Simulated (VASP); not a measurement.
Input of a VASP 6.6.1 run:

The input INCAR:

```
PREC = Accurate
ENCUT = 600
EDIFF = 1E-6
ISMEAR = 0
SIGMA = 0.1
LREAL = False
LASPH = True
NELM = 80
ALGO = Normal
ISIF = 3
LWAVE = False
LCHARG = False
GGA = PE
IBRION = 2
NSW = 90
EDIFFG = -0.04
```

Contents of KPOINTS:

```
regular mesh
0
Gamma
  8 8 8
```

File POSCAR:

```
AlN
1.0
    0.0000000000      2.7645773900      4.3159144600
    1.3831399500      0.0000000000      4.3159144600
    1.3831399500      2.7645773900      0.0000000000
Al N
2 2
Direct
    0.9367689500      0.9367689500      0.5632310500
    0.6867689500      0.6867689500      0.3132310500
    0.3132310500      0.3132310500      0.6867689500
    0.5632310500      0.5632310500      0.9367689500
```

Potentials or basis: VASP PAW PBE potentials, release 64 (Al, N).

The run is started by

```bash
$ cat potpaw_PBE.64/Al/POTCAR potpaw_PBE.64/N/POTCAR > POTCAR
$ mpirun -np 1 vasp_std > vasp.out
```

(1) Estimate the space group after relaxing (to 0.1 Å).

(2) Predict the band gap on the k mesh.

## Answers

(1) Fdd2 (No. 43).

(2) 3.20 eV.
